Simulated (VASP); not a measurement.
Input of a VASP 6.6.1 run:

The input INCAR:

```
PREC = Accurate
ENCUT = 520
EDIFF = 1E-7
ISMEAR = 0
SIGMA = 0.05
LREAL = F
LASPH = T
NELM = 100
ALGO = Fast
ISIF = 2
LWAVE = F
LCHARG = F
GGA = PE
NBANDS = 12
```

File KPOINTS:

```
regular mesh
0
Gamma
  22 22 22
```

File POSCAR:

```
Cr
1.0
   -1.4419500000      1.4419500000      1.4419500000
    1.4419500000     -1.4419500000      1.4419500000
    1.4419500000      1.4419500000     -1.4419500000
Cr
1
Direct
    0.0000000000      0.0000000000      0.0000000000
```

Potentials or basis: VASP PAW PBE potentials, release 64 (Cr_pv).

Launch:

```bash
$ cat potpaw_PBE.64/Cr_pv/POTCAR > POTCAR
$ mpirun -np 1 vasp_std > vasp.out
```

Task: What does it give for the band gap on the k mesh?

Result: Zero (band 6 reaches 12.76 eV, above the bottom of band 7 at 9.58 eV).

Task: Predict the pressure.

Result: -9.3 GPa.

Caveat: the run has no spin polarisation, though such a crystal can be magnetic. Spin polarisation is off, so any magnetic state and its effect on volume and gap are missing.
